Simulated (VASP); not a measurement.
# Y: single point with PBE

Crystal: Y.

```
Y
1.0
    -2.92544    2.92544    1.63962
     2.92544   -2.92544    1.63962
     2.92544    2.92544   -1.63962
Y
2
Direct
  0.62500 0.87500 0.75000
  0.37500 0.12500 0.25000
```

```json
{
  "Program": "VASP 6.6.1",
  "Task": "single point",
  "Functional": "PBE",
  "Potentials or basis": "VASP PAW PBE potentials, release 64 (Y_sv)",
  "Cutoff": "520 eV",
  "k mesh": "14 × 14 × 14",
  "Occupations": "fermi-dirac, width 0.08 eV",
  "Spin": "no spin polarisation"
}
```

```
Pressure               : 6.7 GPa
Band gap on the k mesh : zero (bands 11 and 12 overlap by 1.56 eV)
```

Stress tensor (GPa, compression positive):
```
6.73 0.00 0.00
0.00 6.73 0.00
0.00 0.00 6.60
```

Levels at points of the mesh, in eV from the Fermi level:
```csv
k point,band 9,band 10,band 11,band 12,band 13,band 14
"(0.00, 0.00, 0.00)",-4.73,-2.27,-0.28,-0.05,0.94,3.54
"(0.50, 0.00, 0.00)",-1.80,-1.57,-0.43,0.48,1.38,2.06
"(0.50, 0.50, 0.00)",-2.25,-2.25,0.15,0.15,1.41,1.41
"(0.50, 0.50, 0.50)",-1.74,-1.74,0.73,0.73,0.89,0.89
```

Wall time 2.3 min on 1 thread of Intel(R) Xeon(R) 6975P-C (Granite Rapids), on a shared host, peak memory 0.38 GiB.

Caveat: the cell stands under pressure.
